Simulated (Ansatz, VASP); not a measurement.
**SrO in VASP and in Ansatz**

INCAR

```
SYSTEM = SrO
PREC = Accurate ; ENCUT = 520
EDIFF = 1E-6 ; ISMEAR = 0
SIGMA = 0.05 ; LREAL = .FALSE.
LASPH = .TRUE. ; NELM = 100
ALGO = Normal ; ISIF = 2
LWAVE = .FALSE. ; LCHARG = .FALSE.
GGA = PS ; NBANDS = 15
```

File KPOINTS:

```
Automatic mesh
0
G
  8 8 8
  0 0 0
```

Contents of POSCAR:

```
SrO
1.0
    0.0000000000      2.3546057885      3.0609875251
    2.3546057885      0.0000000000      3.0609875251
    2.3546057885      2.3546057885      0.0000000000
Sr O
1 1
Direct
    0.0000000000      0.0000000000      0.0000000000
    0.5000000000      0.5000000000      0.5000000000
```

Input for Ansatz:

```yaml
crystal:
  lattice:
    - [0.0, 2.3546057885, 3.0609875251]
    - [2.3546057885, 0.0, 3.0609875251]
    - [2.3546057885, 2.3546057885, 0.0]
  atoms:
    - { symbol: Sr, position: [0.0, 0.0, 0.0] }
    - { symbol: O, position: [0.5, 0.5, 0.5] }
basis:
  ecutwfc: 420
kpoints:
  mp_grid: { grid: [8, 8, 8] }
hamiltonian:
  xc: pbesol
scf:
  occupations: { method: gaussian, width: 0.05 }
output:
  forces: true
  stress: true
  eigenvalues: true
```

Alike in both runs: task single point; functional PBEsol; k mesh 8 × 8 × 8; occupations gaussian, width 0.05 eV; no spin polarisation.

|  | VASP | Ansatz |
| --- | --- | --- |
| version | VASP 6.6.1 | Ansatz 0.2.0 |
| potentials or method | VASP PAW PBE potentials, release 64 (Sr_sv, O), cutoff 520 eV | scalar-relativistic, plane waves, PAW |
| valence electrons in the cell | 16 | 16 |

```csv
,VASP,Ansatz,Ansatz less VASP
gap on the k mesh at the Fermi level (eV),2.14,2.18,+0.032
least direct gap on the mesh (eV),2.28,2.34,+0.058
pressure (GPa),12.9,11.8,-1.08
"traceless stress, the component that is largest in VASP (GPa)",-20.73,-19.61,+1.116
```

VASP's potentials were made for PBE, not for PBEsol.
